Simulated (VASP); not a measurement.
AgCl, 2 atoms in the cell. The structure is tetragonal, space group I4/mmm (No. 139). Conventional cell: a = 3.883 Å, b = 3.883 Å, c = 5.546 Å, α = 90.00°, β = 90.00°, γ = 90.00°. Ag (site symmetry 4/mmm) has 6 Cl at 2.75 to 2.77 Å within 3.6 Å. Within 3.6 Å of Cl (site symmetry 4/mmm) lie 6 Ag at 2.75 to 2.77 Å.  This cell differs from its parent crystal: equal xx and yy strain of -1 %.

```yaml
Program: VASP 6.6.1
Task: electric field gradients
Functional: LDA
Potentials_or_basis: VASP PAW LDA potentials, release 64 (Ag, Cl)
Cutoff: 520 eV
k_mesh: 8 × 8 × 8
Occupations: fermi-dirac, width 0.02 eV
Spin: no spin polarisation
Dipole_correction: no
Further_INCAR_settings: ALGO = Normal; EDIFF = 1e-08; NBANDS = 16
```

Potentials or basis: VASP PAW LDA potentials, release 64 (Ag, Cl).

The run is started by

```bash
$ cat potpaw_LDA.64/Ag/POTCAR potpaw_LDA.64/Cl/POTCAR > POTCAR
$ mpirun -np 1 vasp_std > vasp.out
```

Hardware: 1 thread of Intel Xeon 8259CL (shared host).

Q: Estimate the wall time of this run.

A: It took 63 s on 1 thread of Intel Xeon 8259CL (shared host), peak memory 0.17 GiB. Counts: scf iterations 13, k points 59.
